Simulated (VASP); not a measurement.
A run of VASP 6.6.1:

File INCAR:

```
SYSTEM = Mg18HO
ALGO = Normal ; EDIFF = 1E-6
ENCUT = 520 ; GGA = PE
ISIF = 2 ; ISMEAR = 0
LASPH = .TRUE. ; LCHARG = .FALSE.
LREAL = Auto ; LWAVE = .FALSE.
NBANDS = 38 ; NELM = 80
PREC = Accurate ; SIGMA = 0.05
```

Contents of KPOINTS:

```
k-points
0
G
  3 2 1
  0 0 0
```

Contents of POSCAR:

```
Mg18HO
1.0
    6.4200000000      0.0000000000      0.0000000000
    4.8150000000      8.3398250000      0.0000000000
    0.0000000000      0.0000000000     17.2130400000
Mg O H
18 1 1
Direct
    0.0000000000      0.0000000000      0.0580955000
    0.5000000000      0.0000000000      0.0580955000
    0.0000000000      0.3333333000      0.0580955000
    0.5000000000      0.3333333000      0.0580955000
    0.0000000000      0.6666667000      0.0580955000
    0.5000000000      0.6666667000      0.0580955000
   -0.1706410297      0.2249057192      0.2133647351
    0.3298407557      0.2203515716      0.2134833027
   -0.1688600296      0.5547187674      0.2113206801
    0.3285054906      0.5590305892      0.2113923949
   -0.1710458509      0.8904052192      0.2139517424
    0.3320900690      0.8892190376      0.2158368258
   -0.0073719579      0.0008351656      0.3707128277
    0.4965490831      0.0015045461      0.3706420910
   -0.0040771070      0.3344185114      0.3708187550
    0.4883633561      0.3407915342      0.3610595845
   -0.0063923216      0.6696394952      0.3662887645
    0.5006675271      0.6598182755      0.3637708436
    0.1615431259      0.1109349686      0.4274104951
    0.1605383068      0.1125856349      0.4840494706
```

Potentials or basis: VASP PAW PBE potentials, release 64 (Mg, O, H).

Launch:

```bash
$ cat potpaw_PBE.64/Mg/POTCAR potpaw_PBE.64/O/POTCAR potpaw_PBE.64/H/POTCAR > POTCAR
$ mpirun -np 1 vasp_std > vasp.out
```

Hardware: 1 thread of AMD EPYC 9R45 96-Core Processor (Zen 5), with other jobs on the host.

**Question.** How long does it take, and how much memory?

**Answer.** It took 2.7 min on 1 thread of AMD EPYC 9R45 96-Core Processor (Zen 5), on a shared host, peak memory 0.82 GiB. Counts: scf iterations 20, k points 4.
